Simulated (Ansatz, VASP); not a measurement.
## Two plane-wave programs on Ge

File INCAR:

```
SYSTEM = Ge
PREC = Accurate
ENCUT = 520
EDIFF = 1E-6
ISMEAR = -1
SIGMA = 0.05
LREAL = .False.
LASPH = .True.
NELM = 100
ALGO = Normal
ISIF = 2
LWAVE = .False.
LCHARG = .True.
GGA = PS
LELF = .True.
LVHAR = .True.
NBANDS = 21
```

KPOINTS

```
Automatic mesh
0
Gamma
  9 9 9
  0 0 0
```

The input POSCAR:

```
Ge
1.0
    0.0000000000      2.8043721135      2.8043721135
    2.8043721135      0.0000000000      2.8043721135
    2.8043721135      2.8043721135      0.0000000000
Ge
2
Direct
    0.5000000000      0.5000000000      0.5000000000
    0.7500000000      0.7500000000      0.7500000000
```

Input for Ansatz:

```yaml
crystal:
  lattice:
    - [0.0, 2.8043721142, 2.8043721142]
    - [2.8043721142, 0.0, 2.8043721142]
    - [2.8043721142, 2.8043721142, 0.0]
  atoms:
    - { symbol: Ge, position: [0.5, 0.5, 0.5] }
    - { symbol: Ge, position: [0.75, 0.75, 0.75] }
hamiltonian:
  xc: pbesol
  pseudopotentials:
    kind: paw
    azcp:
      Ge: "pseudopotentials/Ge.paw.azcp"
basis:
  ecutwfc: 420
  fft_grid_basis: typed
kpoints:
  mp_grid: { grid: [9, 9, 9], shift: [0, 0, 0] }
magnetization:
  spin_polarized: false
scf:
  occupations: { method: fermi_dirac, width: 0.05 }
output:
  stress: true
```

Alike in both runs: task single point; functional PBEsol; k mesh 9 × 9 × 9; occupations fermi-dirac, width 0.05 eV; no spin polarisation.

```csv
,VASP,Ansatz
version,VASP 6.6.1,Ansatz 0.2.0
potentials or method,"VASP PAW PBE potentials, release 64 (Ge_d), cutoff 520 eV","plane waves (420 eV) with PAW, scalar-relativistic"
valence electrons in the cell,28,28
```

```csv
,VASP,Ansatz,Ansatz less VASP
pressure (GPa),2.5,2.6,+0.10
```

VASP's potentials were made for PBE, not for PBEsol, and Ansatz warns of the same on its side. The functional is the same, so the differences come from potentials, cutoffs and numerics.
